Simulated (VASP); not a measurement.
Write the native input for VASP 6.6.1 that does the following.

```yaml
Task: relaxation of cell and atoms
Functional: PBEsol
Potentials_or_basis: VASP PAW PBE potentials, release 64 (Ag)
Cutoff: 600 eV
k_mesh: 18 × 18 × 10
Occupations: gaussian, width 0.1 eV
Spin: no spin polarisation
Target_pressure: 50 GPa
Dipole_correction: no
Further_INCAR_settings: ALGO = Normal; EDIFF = 1e-07; IBRION = 2; EDIFFG = -0.008; NSW = 70; ISIF = 3
```

The structure of Ag lies in POSCAR:

```
Ag
1.0
    2.6627906011      0.0000000000      0.0000000000
   -1.3313953006      2.3060443055      0.0000000000
    0.0000000000      0.0000000000      4.3533879934
Ag
2
Direct
    0.3333333333      0.6666666667      0.2500000000
    0.6666666667      0.3333333333      0.7500000000
```

This isn't the form of Ag at room conditions, which is fcc.

The input as run:

INCAR

```
SYSTEM = Ag
PREC = Accurate
ENCUT = 600
EDIFF = 1E-7
ISMEAR = 0
SIGMA = 0.1
LREAL = .FALSE.
LASPH = .TRUE.
NELM = 60
ALGO = Normal
ISIF = 3
LWAVE = .FALSE.
LCHARG = .FALSE.
GGA = PS
IBRION = 2
NSW = 70
EDIFFG = -0.008
PSTRESS = 500.0
```

KPOINTS

```
Automatic mesh
0
G
  18 18 10
  0 0 0
```

Potentials or basis: VASP PAW PBE potentials, release 64 (Ag).

Run with:

```bash
$ cat potpaw_PBE.64/Ag/POTCAR > POTCAR
$ mpirun -np 1 vasp_std > vasp.out
```

Results of the run:

```json
{"Relaxed volume": "13.30 Å³/atom", "Relaxed cell": "a = 2.658 Å, b = 2.658 Å, c = 4.346 Å, α = 90.00°, β = 90.00°, γ = 120.00°", "Space group after relaxing (to 0.1 Å)": "P6_3/mmc (No. 194)", "Energy change on relaxing (the run minimises the enthalpy)": "+20.5 meV/atom", "Ionic steps": "3", "Pressure after relaxing": "50.0 GPa", "Band gap on the k mesh": "zero (bands 11 and 12 overlap by 8.64 eV)"}
```

Caveat: the cell is relaxed towards a set pressure, so the run minimises the enthalpy, not the energy; the PAW data sets were made with another functional, which shifts forces and pressure a little.

Run time: 2.2 min on 1 thread of Intel(R) Xeon(R) Platinum 8375C CPU @ 2.90GHz (Ice Lake) (shared host), peak memory 0.24 GiB.
